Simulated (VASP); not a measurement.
A run of VASP 6.6.1 is set up as follows.

INCAR

```
  PREC = Accurate
  ENCUT = 520
  EDIFF = 1E-7
  ISMEAR = 0
  SIGMA = 0.1
  LREAL = False
  LASPH = True
  NELM = 100
  ALGO = Normal
  ISIF = 2
  LWAVE = False
  LCHARG = False
  GGA = PE
  NBANDS = 24
```

The input KPOINTS:

```
regular mesh
0
Gamma
  6 6 4
```

Contents of POSCAR:

```
Al3As
1.0
    5.7197720400      0.0000000000      0.0000000000
   -2.8598860200      4.9534678900      0.0000000000
    0.0000000000      0.0000000000      4.5661834000
Al As
6 2
Direct
    0.1674720000      0.3349440100      0.7500000000
    0.6650559900      0.8325280000      0.7500000000
    0.1674720000      0.8325280000      0.7500000000
    0.8325280000      0.6650559900      0.2500000000
    0.3349440100      0.1674720000      0.2500000000
    0.8325280000      0.1674720000      0.2500000000
    0.6666666700      0.3333333300      0.7500000000
    0.3333333300      0.6666666700      0.2500000000
```

Potentials or basis: VASP PAW PBE potentials, release 64 (Al, As).

Run with:

```bash
$ cat potpaw_PBE.64/Al/POTCAR potpaw_PBE.64/As/POTCAR > POTCAR
$ mpirun -np 1 vasp_std > vasp.out
```

Q: Estimate the largest force.

A: 0.196 eV/Å.

Q: Estimate the pressure.

A: 7.0 GPa.

Stress tensor (GPa, compression positive):
```
 4.55  0.00  0.00
 0.00  4.55  0.00
 0.00  0.00 12.02
```
